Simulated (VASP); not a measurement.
Wanted: the native input for a VASP 6.6.1 run.

```yaml
Task: single point
Functional: PBE
Potentials_or_basis: VASP PAW PBE potentials, release 64 (Fe)
Cutoff: 520 eV
k_mesh: 6 × 12 × 12
Occupations: gaussian, width 0.1 eV
Spin: collinear spin, antiferromagnetic start
Starting_moments: "[4.0, -4.0] μB"
Dipole_correction: no
Further_INCAR_settings: ALGO = Normal; EDIFF = 1e-07; NBANDS = 19
```

The structure of Fe lies in POSCAR:

```
Fe
1.0
    0.0000000000      3.5570000000      3.5570000000
    1.7785000000      0.0000000000      1.7785000000
    1.7785000000      1.7785000000      0.0000000000
Fe
2
Direct
    0.0000000000      0.0000000000      0.0000000000
    0.5000000000      0.0000000000      0.0000000000
```

This isn't the form of Fe at room conditions, which is bcc.

These files were run (other wordings do the same):

INCAR

```
SYSTEM = Fe
PREC     = Accurate       ! precision mode
ENCUT    = 520            ! plane-wave cutoff, eV
EDIFF    = 1E-7           ! SCF threshold, eV
ISMEAR   = 0              ! smearing method
SIGMA    = 0.1            ! smearing width, eV
LREAL    = .FALSE.        ! projectors in reciprocal space
LASPH    = .TRUE.         ! aspherical terms in the spheres
NELM     = 150            ! most SCF steps
ALGO     = Normal         ! electronic algorithm
ISIF     = 2              ! what is computed and relaxed
LWAVE    = .FALSE.        ! write WAVECAR
LCHARG   = .TRUE.         ! write CHGCAR
ISPIN    = 2              ! spin polarisation
MAGMOM   = 4 -4           ! initial moments
LORBIT   = 11             ! projections on sites
LMAXMIX  = 4              ! l up to which the mixer works
GGA      = PE             ! functional
LELF     = .TRUE.         ! ELF
LVHAR    = .TRUE.       
NBANDS   = 19             ! bands
```

KPOINTS

```
Automatic mesh
0
G
  6 12 12
  0 0 0
```

Potentials or basis: VASP PAW PBE potentials, release 64 (Fe).

Run with:

```console
$ cat potpaw_PBE.64/Fe/POTCAR > POTCAR
$ mpirun -np 1 vasp_std > vasp.out
```

Results of the run:

* Pressure: -10.1 GPa
* Band gap on the k mesh: zero (filled and empty bands overlap)
* Net moment: 0.00 μB per cell
* Site moments: Fe +1.52, -1.52 μB
* Valence electrons inside the program's atomic spheres: Fe 7.28

Caveat: the cell stands under tension.

It took 2 min on 1 thread of Intel Xeon 8259CL (shared host), peak memory 0.2 GiB.
